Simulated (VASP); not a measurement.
ZnPdC4N4:

```
Zn Pd C N
1.0
     5.90860    0.00000    0.00000
     0.00000    5.90860    0.00000
     0.00000    0.00000    5.90860
Zn Pd C N
1 1 4 4
Direct
  0.00000 0.00000 0.00000
  0.50000 0.50000 0.50000
  0.18732 0.18732 0.18732
  0.18732 0.81268 0.81268
  0.81268 0.18732 0.81268
  0.81268 0.81268 0.18732
  0.30164 0.30164 0.30164
  0.30164 0.69836 0.69836
  0.69836 0.30164 0.69836
  0.69836 0.69836 0.30164
```

Base run:

```yaml
Program: VASP 6.6.1
Functional: PBE
Potentials_or_basis: VASP PAW PBE potentials, release 64 (Zn, Pd, C, N)
Cutoff: 520 eV
k_mesh: 4 × 4 × 4
Occupations: gaussian, width 0.1 eV
Spin: no spin polarisation
```

Its results: band gap on the k mesh zero (bands 29 and 30 overlap by 0.33 eV); pressure 3.6 GPa; largest force 0.805 eV/Å.

**Question.** The run is repeated on the same cell with these changes: spin from no spin polarisation to collinear spin; further incar settings from ALGO = Normal; EDIFF = 1e-07; NBANDS = 40 to ALGO = Normal; EDIFF = 1e-06; NBANDS = 44. What comes out?

**Answer.** Band gap on the k mesh zero (filled and empty bands overlap); pressure 3.7 GPa; net moment 2.00 μB per cell; site moments Zn +0.03; Pd +1.28; C +0.04; N +0.08 μB; largest force 0.980 eV/Å.

Caveats: the cell stands under pressure.
